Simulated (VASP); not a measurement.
Input of a VASP 6.6.1 run:

File INCAR:

```
SYSTEM = Re
ALGO = Normal
EDIFF = 1E-6
ENCUT = 520
GGA = RE
ISIF = 2
ISMEAR = -1
LASPH = .True.
LCHARG = .False.
LREAL = .False.
LWAVE = .False.
NBANDS = 10
NELM = 100
PREC = Accurate
SIGMA = 0.1
```

File KPOINTS:

```
k-points
0
Gamma
  23 23 23
  0 0 0
```

Contents of POSCAR:

```
Re
1.0
    0.0000000000      1.9626760971      1.9626760971
    1.9626760971      0.0000000000      1.9626760971
    1.9626760971      1.9626760971      0.0000000000
Re
1
Direct
    0.0000000000      0.0000000000      0.0000000000
```

Potentials or basis: VASP PAW PBE potentials, release 64 (Re).

Command:

```bash
$ cat potpaw_PBE.64/Re/POTCAR > POTCAR
$ mpirun -np 1 vasp_std > vasp.out
```

Q: Estimate the pressure.

A: -0.7 GPa.

Caveat: the PAW data sets were made with another functional, which shifts forces and pressure a little.
